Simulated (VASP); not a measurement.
Sr: single point with PBEsol

Crystal: Sr.

```
CELL_PARAMETERS angstrom
0.00000 2.79896 2.79896
2.79896 0.00000 2.79896
2.79896 2.79896 0.00000
ATOMIC_POSITIONS crystal
Sr 0.00000 0.00000 0.00000
```

This cell differs from its parent crystal: strain -0.080 along x and y, -0.080 along z.

```
Program                : VASP 6.6.1
Task                   : single point
Functional             : PBEsol
Potentials or basis    : VASP PAW PBE potentials, release 64 (Sr_sv)
Cutoff                 : 520 eV
k mesh                 : 10 × 10 × 10
Occupations            : gaussian, width 0.03 eV
Spin                   : no spin polarisation
Dipole correction      : no
Further INCAR settings : ALGO = Normal; EDIFF = 1e-07; NBANDS = 11
```

- Pressure: 2.8 GPa
- Band gap on the k mesh: 0.09 eV, indirect (least direct gap 0.14 eV)

Levels at points of the mesh, in eV from the valence-band top:
```
           k point  band 2  band 3  band 4  band 5  band 6  band 7  band 8  band 9
(0.00, 0.00, 0.00)  -17.92  -17.92  -17.92   -3.95    2.60    2.60    2.60    4.48
(0.50, 0.00, 0.00)  -18.36  -17.98  -17.98   -1.24    0.51    2.40    2.40    5.84
(0.50, 0.50, 0.00)  -18.33  -18.08  -18.08   -0.90    0.13    1.73    5.86    6.24
```

It took 19 s on 1 thread of Intel(R) Xeon(R) Platinum 8259CL CPU @ 2.50GHz (Skylake/Cascade Lake) (shared host), peak memory 0.18 GiB.

Caveat: the cell differs from its parent crystal (strain -0.080 along x and y, -0.080 along z); the PAW data sets were made with another functional, which shifts forces and pressure a little. A k mesh can miss the band edges.
